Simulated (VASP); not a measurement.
Input of a VASP 6.6.1 run:

Contents of INCAR:

```
SYSTEM = SiGe3Ru2
ALGO = Normal
EDIFF = 1E-7
ENCUT = 520
GGA = PE
ISIF = 2
ISMEAR = 0
LASPH = .TRUE.
LCHARG = .TRUE.
LELF = .TRUE.
LREAL = .FALSE.
LVHAR = .TRUE.
LWAVE = .FALSE.
NBANDS = 46
NELM = 100
PREC = Accurate
SIGMA = 0.1
```

KPOINTS

```
k-points
0
G
  10 10 4
  0 0 0
```

Contents of POSCAR:

```
SiGe3Ru2
1.0
    3.6293367653      0.0000000000      0.0000000000
    0.0000000000      3.6293367653      0.0000000000
    0.0000000000      0.0000000000      8.9769127157
Si Ge Ru
1 3 2
Direct
    0.0000000000      0.0000000000      0.0000000000
    0.5000000000      0.5000000000      0.7058870956
    0.5000000000      0.5000000000      0.2941129044
    0.5000000000      0.5000000000      0.0000000000
    0.0000000000      0.5000000000      0.5000000000
    0.5000000000      0.0000000000      0.5000000000
```

Potentials or basis: VASP PAW PBE potentials, release 64 (Si, Ge_d, Ru_pv).

Launch:

```bash
$ cat potpaw_PBE.64/Si/POTCAR potpaw_PBE.64/Ge_d/POTCAR potpaw_PBE.64/Ru_pv/POTCAR > POTCAR
$ mpirun -np 1 vasp_std > vasp.out
```

Estimate the band gap on the k mesh.

zero (bands 37 and 38 overlap by 1.78 eV).

Predict the pressure.

0.0 GPa.

Forces in eV/Å, atoms in the order of the input:
```
Si   0.000  0.000  0.000
Ge   0.000  0.000  0.020
Ge   0.000  0.000 -0.020
Ge   0.000  0.000  0.000
Ru   0.000  0.000  0.000
Ru   0.000  0.000  0.000
```
